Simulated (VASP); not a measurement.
# RuAu (Pm-3m) in VASP: a series of runs

RuAu is run at these levels: PBEsol; tasks: single point.

Program: VASP 6.6.1. These are calculated values, not measurements. Logs are shortened: lines on timing, memory, paths and dates and some standing lists are left out, and cuts for length are marked.

**1. The cell of the first run**

The structure is cubic, space group Pm-3m (No. 221). The conventional cell has a = 3.023 Å, b = 3.023 Å, c = 3.023 Å, α = 90.00°, β = 90.00°, γ = 90.00°. Ru (site symmetry m-3m) has 8 Au at 2.62 Å and 6 Ru at 3.02 Å within 3.5 Å. Within 3.5 Å of Au (site symmetry m-3m) lie 8 Ru at 2.62 Å and 6 Au at 3.02 Å.

**2. Single point, PBEsol**

The input, INCAR:

```
PREC     = Accurate       # precision mode
ENCUT    = 500            # plane-wave cutoff, eV
EDIFF    = 1E-6           # SCF threshold, eV
ISMEAR   = -1             # smearing method
SIGMA    = 0.05           # smearing width, eV
LREAL    = F              # projectors in reciprocal space
LASPH    = T              # aspherical terms in the spheres
NELM     = 120            # most SCF steps
ALGO     = Normal         # electronic algorithm
ISIF     = 2              # what is computed and relaxed
LWAVE    = F              # write WAVECAR
LCHARG   = F              # write CHGCAR
GGA      = PS             # functional
NBANDS   = 20             # bands
GGA_COMPAT= F
```

The input, KPOINTS:

```
Automatic mesh
0
Gamma
  8 8 8
```

The input, POSCAR:

```
RuAu
1.0
    3.0228506310      0.0000000000      0.0000000000
    0.0000000000      3.0228506310      0.0000000000
    0.0000000000      0.0000000000      3.0228506310
Ru Au
1 1
Direct
    0.0000000000      0.0000000000      0.0000000000
    0.5000000000      0.5000000000      0.5000000000
```

Potentials or basis: VASP PAW PBE potentials, release 64 (Ru_pv, Au).

The run is started by

```
$ cat potpaw_PBE.64/Ru_pv/POTCAR potpaw_PBE.64/Au/POTCAR > POTCAR
$ mpirun -np 1 vasp_std > vasp.out
```

OUTCAR:

```text
PREC = Accurate
   ENCUT = 500
   EDIFF = 1E-6
   ISMEAR = -1
   LREAL = F
   LASPH = T
   NELM = 120
   ISIF = 2
   GGA = PS

 ion  position               nearest neighbor table
   1  0.000  0.000  0.000-   2 2.62   2 2.62   2 2.62   2 2.62   2 2.62   2 2.62   2 2.62   2 2.62

   2  0.500  0.500  0.500-   1 2.62   1 2.62   1 2.62   1 2.62   1 2.62   1 2.62   1 2.62   1 2.62

  LATTYP: Found a simple cubic cell.
 ALAT       =     3.0228506310

  Lattice vectors:

 A1 = (   3.0228506310,   0.0000000000,   0.0000000000)
 A2 = (   0.0000000000,   3.0228506310,   0.0000000000)
 A3 = (   0.0000000000,   0.0000000000,   3.0228506310)

Analysis of symmetry for initial positions (statically):
=====================================================================
 Subroutine PRICEL returns:
 Original cell was already a primitive cell.

 Routine SETGRP: Setting up the symmetry group for a
 simple cubic supercell.

 Subroutine GETGRP returns: Found 48 space group operations
 (whereof 48 operations were pure point group operations)
 out of a pool of 48 trial point group operations.

The static configuration has the point symmetry O_h .

Analysis of symmetry for dynamics (positions and initial velocities):
=====================================================================
 Subroutine PRICEL returns:
 Original cell was already a primitive cell.

 Routine SETGRP: Setting up the symmetry group for a
 simple cubic supercell.

 Subroutine GETGRP returns: Found 48 space group operations
 (whereof 48 operations were pure point group operations)
 out of a pool of 48 trial point group operations.

The dynamic configuration has the point symmetry O_h .

 Subroutine INISYM returns: Found 48 space group operations
 (whereof 48 operations are pure point group operations),
 and found     1 'primitive' translations

----------------------------------------------------------------------------------------

                                     Primitive cell

  volume of cell :      27.6217

  direct lattice vectors                    reciprocal lattice vectors
     3.022850631  0.000000000  0.000000000     0.330813567  0.000000000  0.000000000
     0.000000000  3.022850631  0.000000000     0.000000000  0.330813567  0.000000000
     0.000000000  0.000000000  3.022850631     0.000000000  0.000000000  0.330813567

  length of vectors
     3.022850631  3.022850631  3.022850631     0.330813567  0.330813567  0.330813567

  position of ions in fractional coordinates (direct lattice)
     0.000000000  0.000000000  0.000000000
     0.500000000  0.500000000  0.500000000

  ion indices of the primitive-cell ions
   primitive index   ion index
                 1           1
                 2           2

----------------------------------------------------------------------------------------

 KPOINTS: Automatic mesh

Automatic generation of k-mesh.
 Grid dimensions read from file:
 generate k-points for:    8    8    8

 Generating k-lattice:

  Cartesian coordinates                     Fractional coordinates (reciprocal lattice)
     0.041351696  0.000000000  0.000000000     0.125000000  0.000000000  0.000000000
     0.000000000  0.041351696  0.000000000     0.000000000  0.125000000  0.000000000
     0.000000000  0.000000000  0.041351696     0.000000000  0.000000000  0.125000000

  Length of vectors
     0.041351696  0.041351696  0.041351696

  Shift w.r.t. Gamma in fractional coordinates (k-lattice)
     0.000000000  0.000000000  0.000000000

 Subroutine IBZKPT returns following result:
 ===========================================

 Found     35 irreducible k-points:

 Following reciprocal coordinates:
            Coordinates               Weight
  0.000000  0.000000  0.000000      1.000000
  0.125000  0.000000  0.000000      6.000000
  0.250000  0.000000  0.000000      6.000000
  0.375000  0.000000  0.000000      6.000000
  0.500000  0.000000  0.000000      3.000000
  0.125000  0.125000  0.000000     12.000000
[... 16 lines left out ...]
  0.375000  0.375000  0.125000     24.000000
  0.500000  0.375000  0.125000     24.000000
 [... further k-points ...]
   k-points           NKPTS =     35   k-points in BZ     NKDIM =     35   number of bands    NBANDS=     20
   number of dos      NEDOS =    301   number of ions     NIONS =      2
   total plane-waves  NPLWV =  13824
   dimension x,y,z NGX =    24 NGY =   24 NGZ =   24
   dimension x,y,z NGXF=    48 NGYF=   48 NGZF=   48
   ions per type =               1   1
   NGX,Y,Z   is equivalent  to a cutoff of  13.20, 13.20, 13.20 a.u.
   NGXF,Y,Z  is equivalent  to a cutoff of  26.40, 26.40, 26.40 a.u.
 SYSTEM =  unknown system
   PREC   = accura    normal or accurate (medium, high low for compatibility)
   ISTART =      0    job   : 0-new  1-cont  2-samecut
   ICHARG =      2    charge: 1-file 2-atom 10-const
   ISPIN  =      1    spin polarized calculation?
   LNONCOLLINEAR =      F non collinear calculations
   LSORBIT =      F    spin-orbit coupling
   LASPH  =      T    aspherical Exc in radial PAW
   ENCUT  =  500.0 eV  36.75 Ry    6.06 a.u.   5.51  5.51  5.51*2*pi/ulx,y,z
   NELM   =    120;   NELMIN=  2; NELMDL= -5     # of ELM steps
   EDIFF  = 0.1E-05   stopping-criterion for ELM
   LREAL  =      F    real-space projection
   EDIFFG = 0.1E-04   stopping-criterion for IOM
   NSW    =      0    number of steps for IOM
   IBRION =     -1    ionic relax: 0-MD 1-quasi-New 2-CG
   NFREE  =      0    steps in history (QN), initial steepest desc. (CG)
   ISIF   =      2    stress and relaxation
   ISYM   =      2    0-nonsym 1-usesym 2-fastsym
   POTIM  = 0.5000    time-step for ionic-motion
   TEBEG  =    0.0;   TEEND  =   0.0 temperature during run
   PSTRESS=    0.0 pullay stress
   NELECT =      25.0000    total number of electrons
   NUPDOWN=      -1.0000    fix difference up-down
   EMIN   =  10.00;   EMAX   =-10.00  energy-range for DOS
   EFERMI =   0.00;   METHOD = LEGACY
   ISMEAR =    -1;   SIGMA  =   0.05  broadening in eV -4-tet -1-fermi 0-gaus
   EFERMI_NEDOS =   21; number of points for ismear=-14 and -15
   IALGO  =     38    algorithm
   IMIX   =      4    mixing-type and parameters
     AMIX     =   0.40;   BMIX     =  1.00
     AMIX_MAG =   1.60;   BMIX_MAG =  1.00
  volume/ion in A,a.u.               =      13.81        93.20
  Fermi-wavevector in a.u.,A,eV,Ry     =   1.583573  2.992519 34.119386  2.507704
  Thomas-Fermi vector in A             =   2.683323
   LORBIT       =      0    0 simple, 1 ext, 2 COOP (PROOUT), +10 PAW based schemes
   GGA     = PS    functional components
   LHFCALC =     F    Hartree Fock is set to
   AEXX    =    0.0000 exact exchange contribution
   IVDW    =     0    specifies the selected vdW correction
   LEPSILON=     F    determine dielectric tensor
   LRPA    =     F    only Hartree local field effects (RPA)
 non-spin polarized calculation
  energy-cutoff  :      500.00
  volume of cell :       27.62
 maximum number of plane-waves:       739
 NGX is ok and might be reduce to    24
   NGX = 11   NGY = 11   NGZ = 11

 number of electron      25.0000005 magnetization

 Free energy of the ion-electron system (eV)
  ---------------------------------------------------
  ext. energy  EPLUGINS =         0.00000000
  ---------------------------------------------------
  free energy    TOTEN  =       -12.64730506 eV

  energy without entropy =      -12.62615284  energy(sigma->0) =      -12.63672895

 E-fermi :  12.6996     XC(G=0): -14.1690

 val. band max:       12.6888532232   @ k =   0.5000   0.1250   0.1250
 cond. band min:      12.7563886718   @ k =   0.5000   0.3750   0.0000
 fundamental gap:      0.0675354486
 Fermi energy:        12.6996134221

 k-point     1 :       0.0000    0.0000    0.0000
  band No.  band energies     occupation
      1     -29.9733      2.00000
      2     -29.9733      2.00000
      3     -29.9733      2.00000
      4       2.4537      2.00000
      5       4.8078      2.00000
      6       4.8078      2.00000
[... 12 lines left out ...]
     19      29.2368      0.00000
     20      29.6049      0.00000

 k-point     2 :       0.1250    0.0000    0.0000
  band No.  band energies     occupation
      1     -30.0018      2.00000
      2     -29.9720      2.00000
      3     -29.9720      2.00000
      4       2.7999      2.00000
      5       4.9568      2.00000
      6       5.0573      2.00000
[... 12 lines left out ...]
     19      29.6534      0.00000
     20      30.0939      0.00000

 k-point     3 :       0.2500    0.0000    0.0000
  band No.  band energies     occupation
      1     -30.0700      2.00000
      2     -29.9689      2.00000
      3     -29.9689      2.00000
      4       3.7438      2.00000
      5       5.3752      2.00000
      6       5.7265      2.00000
[... 12 lines left out ...]
     19      29.3713      0.00000
     20      29.8262      0.00000

 k-point     4 :       0.3750    0.0000    0.0000
  band No.  band energies     occupation
      1     -30.1377      2.00000
      2     -29.9658      2.00000
      3     -29.9658      2.00000
      4       4.8928      2.00000
      5       5.9401      2.00000
      6       6.6326      2.00000
[... 12 lines left out ...]
     19      28.2638      0.00000
     20      29.9070      0.00000

 k-point     5 :       0.5000    0.0000    0.0000
  band No.  band energies     occupation
      1     -30.1654      2.00000
      2     -29.9645      2.00000
      3     -29.9645      2.00000
      4       5.4280      2.00000
      5       6.2672      2.00000
      6       7.2688      2.00000
[... 12 lines left out ...]
     19      29.7729      0.00000
     20      29.7729      0.00000

 k-point     6 :       0.1250    0.1250    0.0000
  band No.  band energies     occupation
      1     -30.0029      2.00000
      2     -29.9970      2.00000
      3     -29.9705      2.00000
      4       3.1242      2.00000
      5       5.1347      2.00000
      6       5.2631      2.00000
[... 12 lines left out ...]
     19      29.8350      0.00000
     20      30.0506      0.00000

 k-point     7 :       0.2500    0.1250    0.0000
  band No.  band energies     occupation
      1     -30.0672      2.00000
      2     -29.9954      2.00000
      3     -29.9669      2.00000
      4       3.9830      2.00000
      5       5.5177      2.00000
      6       5.9088      2.00000
[... 12 lines left out ...]
     19      29.6192      0.00000
     20      30.0303      0.00000
[... 277 lines left out ...]
 k-point    20 :       0.2500    0.2500    0.1250
  band No.  band energies     occupation
      1     -30.0617      2.00000
      2     -30.0525      2.00000
      3     -29.9883      2.00000
      4       4.8385      2.00000
      5       5.9649      2.00000
      6       6.6034      2.00000
[... 12 lines left out ...]
     19      28.2723      0.00000
     20      28.8637      0.00000

 k-point    21 :       0.3750    0.2500    0.1250
  band No.  band energies     occupation
      1     -30.1203      2.00000
      2     -30.0500      2.00000
      3     -29.9831      2.00000
      4       5.2465      2.00000
      5       5.8724      2.00000
      6       6.7042      2.00000
[... 12 lines left out ...]
     19      26.0155      0.00000
     20      27.8419      0.00000

 k-point    22 :       0.5000    0.2500    0.1250
  band No.  band energies     occupation
      1     -30.1462      2.00000
      2     -30.0473      2.00000
      3     -29.9809      2.00000
      4       5.4304      2.00000
      5       5.6610      2.00000
      6       6.7133      2.00000
[... 12 lines left out ...]
     19      26.2830      0.00000
     20      27.2528      0.00000

 k-point    23 :       0.3750    0.3750    0.1250
  band No.  band energies     occupation
      1     -30.1132      2.00000
      2     -30.1087      2.00000
      3     -29.9774      2.00000
      4       5.1238      2.00000
      5       5.4006      2.00000
      6       6.3897      2.00000
[... 12 lines left out ...]
     19      25.5836      0.00000
     20      26.7900      0.00000

 k-point    24 :       0.5000    0.3750    0.1250
  band No.  band energies     occupation
      1     -30.1359      2.00000
      2     -30.1071      2.00000
      3     -29.9750      2.00000
      4       5.0862      2.00000
      5       5.1805      2.00000
      6       6.3596      2.00000
[... 12 lines left out ...]
     19      25.9383      0.00000
     20      26.3359      0.00000

 [... further k-points ...]
[... 5 lines left out ...]
  --------------------------------------------------------------------------------------
  -------------------------------------------------------------------------------------
  Total        5.1178823      5.1178823      5.1178823      0.0000000      0.0000000     -0.0000000
  in kB      296.8594051    296.8594051    296.8594051      0.0000000      0.0000000     -0.0000000
  external PRESSURE =     296.8594051 kB  Pullay stress =       0.0000000 kB

 VOLUME and BASIS-vectors are now :
 -----------------------------------------------------------------------------
  energy-cutoff  :      500.00
  volume of cell :       27.62
      direct lattice vectors                 reciprocal lattice vectors
     3.022850631  0.000000000  0.000000000     0.330813567  0.000000000  0.000000000
     0.000000000  3.022850631  0.000000000     0.000000000  0.330813567  0.000000000
     0.000000000  0.000000000  3.022850631     0.000000000  0.000000000  0.330813567

 POSITION                                       TOTAL-FORCE (eV/Angst)
 -----------------------------------------------------------------------------------
      0.00000      0.00000      0.00000         0.000000      0.000000      0.000000
      1.51143      1.51143      1.51143         0.000000      0.000000      0.000000
 -----------------------------------------------------------------------------------
    total drift:                                0.000000      0.000000     -0.000000

  FREE ENERGIE OF THE ION-ELECTRON SYSTEM (eV)
  ---------------------------------------------------
  free  energy   TOTEN  =       -12.6473050568 eV

  energy  without entropy=      -12.6261528428  energy(sigma->0) =      -12.63672895
```

Run time: 7.7 s. Hardware: 1 thread of Intel Xeon Platinum 8559C (Emerald Rapids), shared host; peak memory 0.14 GiB.

What came out:

* Free energy: -12.6473 eV
* Pressure: 29.7 GPa

Levels at points of the mesh, in eV from the Fermi level:
```tsv
k point	band 9	band 10	band 11	band 12	band 13	band 14	band 15	band 16
(0.00, 0.00, 0.00)	-5.01	-1.35	-1.35	0.72	0.72	0.72	8.01	8.01
(0.50, 0.00, 0.00)	-4.12	-3.69	-2.19	-2.19	-1.78	-0.71	1.66	10.93
(0.50, 0.50, 0.00)	-2.57	-0.93	-0.11	-0.11	0.53	1.11	1.11	6.81
(0.50, 0.50, 0.50)	-4.40	-2.93	-2.93	0.63	0.63	3.93	9.60	9.80
```

Caveat: the PAW data sets were made with another functional, which shifts forces and pressure a little; spin-orbit coupling is left out, which moves the levels of the heavy elements.

**3. Single point, PBEsol**

This run uses another cell than the first one, of 14.65 Å³/atom, 1.061 times its volume.

The input, INCAR:

```
ALGO = Normal ; EDIFF = 1E-6
ENCUT = 500 ; GGA = PS
GGA_COMPAT = F ; ISIF = 2
ISMEAR = -1 ; LASPH = T
LCHARG = F ; LREAL = F
LWAVE = F ; NBANDS = 20
NELM = 120 ; PREC = Accurate
SIGMA = 0.05
```

The input, KPOINTS:

```
k-points
0
Gamma
  8 8 8
```

The input, POSCAR:

```
RuAu
1.0
    3.0830953730      0.0000000000      0.0000000000
    0.0000000000      3.0830953730      0.0000000000
    0.0000000000      0.0000000000      3.0830953730
Ru Au
1 1
Direct
    0.0000000000      0.0000000000      0.0000000000
    0.5000000000      0.5000000000      0.5000000000
```

Potentials or basis: VASP PAW PBE potentials, release 64 (Ru_pv, Au).

The run is started by

```
$ cat potpaw_PBE.64/Ru_pv/POTCAR potpaw_PBE.64/Au/POTCAR > POTCAR
$ mpirun -np 1 vasp_std > vasp.out
```

Wall time 8.2 s (1 thread of Intel Xeon Platinum 8559C (Emerald Rapids), shared host); peak memory 0.15 GiB.

It converged, with:

* Free energy: -12.8495 eV
* Pressure: 9.7 GPa

Levels at points of the mesh, in eV from the Fermi level:
| k point | band 10 | band 11 | band 12 | band 13 | band 14 | band 15 |
| --- | --- | --- | --- | --- | --- | --- |
| (0.00, 0.00, 0.00) | -1.25 | -1.25 | 0.64 | 0.64 | 0.64 | 7.80 |
| (0.50, 0.00, 0.00) | -3.31 | -1.97 | -1.97 | -1.77 | -0.61 | 1.54 |
| (0.50, 0.50, 0.00) | -0.86 | 0.00 | 0.00 | 0.50 | 0.97 | 0.97 |
| (0.50, 0.50, 0.50) | -2.83 | -2.83 | 0.59 | 0.59 | 3.66 | 9.12 |

Caveat: the PAW data sets were made with another functional, which shifts forces and pressure a little; spin-orbit coupling is left out, which moves the levels of the heavy elements.

(Part 1 of 2 ends here.)
